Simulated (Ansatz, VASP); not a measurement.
**One calculation of Au, two programs**

File POSCAR:

```
Au
1.0
    0.0000000000      1.9934577312      1.9934577312
    1.9934577312      0.0000000000      1.9934577312
    1.9934577312      1.9934577312      0.0000000000
Au
1
Direct
    0.0000000000      0.0000000000      0.0000000000
```

The input INCAR.step1:

```
SYSTEM = Au
  PREC = Accurate
  ENCUT = 440
  EDIFF = 1E-5
  ISMEAR = -1
  SIGMA = 0.05
  LREAL = .FALSE.
  LASPH = .TRUE.
  NELM = 120
  ALGO = Normal
  ISIF = 2
  LWAVE = .TRUE.
  LCHARG = .FALSE.
  NBANDS = 12
  GGA = PE
  GGA_COMPAT = .FALSE.
```

INCAR.step2

```
SYSTEM = Au
  PREC = Accurate
  ENCUT = 440
  EDIFF = 1E-6
  ISMEAR = -1
  SIGMA = 0.05
  LREAL = .FALSE.
  LASPH = .TRUE.
  NELM = 120
  ALGO = Normal
  ISIF = 2
  LWAVE = .FALSE.
  LCHARG = .FALSE.
  METAGGA = R2SCAN
  LHFCALC = .TRUE.
  AEXX = 0.1
  LMIXTAU = .TRUE.
  PRECFOCK = Normal
  NBANDS = 12
  ISTART = 1
  GGA_COMPAT = .FALSE.
```

File KPOINTS:

```
Automatic mesh
0
G
  6 6 6
  0 0 0
```

File input.yaml:

```yaml
crystal:
  lattice:
    - [0.0, 1.9934577312, 1.9934577312]
    - [1.9934577312, 0.0, 1.9934577312]
    - [1.9934577312, 1.9934577312, 0.0]
  atoms:
    - { symbol: Au, position: [0.0, 0.0, 0.0] }
hamiltonian:
  xc: r2scanh
  pseudopotentials: { kind: paw }
kpoints:
  mp_grid: { grid: [6, 6, 6] }
scf:
  occupations: { method: fermi_dirac, width: 0.05 }
output:
  forces: true
  stress: true
  eigenvalues: true
```

Alike in both runs: task single point; functional r2SCANh; k mesh 6 × 6 × 6; occupations fermi-dirac, width 0.05 eV; no spin polarisation.

|  | VASP | Ansatz |
| --- | --- | --- |
| version | VASP 6.6.1 | Ansatz 0.2.0 |
| potentials or method | VASP PAW PBE potentials, release 64 (Au) | Ansatz PAW |
| plane-wave cutoff (eV) | 440 | 500 |
| valence electrons in the cell | 11 | 19 |

|  | VASP | Ansatz | Ansatz less VASP |
| --- | --- | --- | --- |
| gap on the k mesh at the Fermi level (eV) | none | none | - |
| pressure (GPa) | 22.6 | 22.0 | -0.61 |

VASP's potentials were made for PBE, not for r2SCANh. A gap of «none» marks a metal or a gap that the smearing closes. VASP's potentials hold 11 valence electrons a cell and Ansatz's 19, so a difference there can come from the potentials and not from the codes.

The k mesh is coarse, so the values compare programs but aren't converged. Neither program's run includes spin-orbit coupling.
